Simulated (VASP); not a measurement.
Runs of VASP 6.6.1 on Pt. The structure is that of space group Fm-3m (No. 225), or close to it. The cells are those of the table. 

```tsv
level	cell	k mesh	smearing	gap on the mesh (eV)	pressure (GPa)
r2SCAN	a = 2.817 Å, angles 60.0°, 1 atom	15 × 15 × 15	fermi-dirac 0.1 eV	none	-7.4
r2SCAN	a = 2.789 Å, angles 60.0°, 1 atom	15 × 15 × 15	fermi-dirac 0.1 eV	none	0.2
r2SCAN	a = 2.760 Å, angles 60.0°, 1 atom	15 × 15 × 15	fermi-dirac 0.1 eV	none	9.4
PBE	a = 2.789 Å, angles 60.0°, 1 atom	24 × 24 × 24	fermi-dirac 0.0612256 eV	none	4.7
PBE	a = 2.751 Å, angles 60.0°, 1 atom	24 × 24 × 24	fermi-dirac 0.0612256 eV	none	(a)
r2SCAN	a = 2.845 Å, angles 60.0°, 1 atom	15 × 15 × 15	fermi-dirac 0.1 eV	none	(b)
PBE	a = 2.770 Å, angles 60.0°, 1 atom	24 × 24 × 24	fermi-dirac 0.0612256 eV	none	10.7
```

Alike in all rows: task single point; potentials or basis VASP PAW PBE potentials, release 64 (Pt); no spin polarisation; cutoff (eV) 520.

Estimate the missing entries.

(a) 17.4; (b) -13.5.

Caveats: spin-orbit coupling is left out, which moves the levels of the heavy elements; the PAW data sets were made with another functional, which shifts forces and pressure a little (at least some runs); the cell stands under pressure (at least some runs); the cell stands under tension (at least some runs).

A k mesh can miss the band edges, and the runs leave out spin-orbit coupling on Pt.

A gap of «none» marks levels without a gap at the run's occupations.
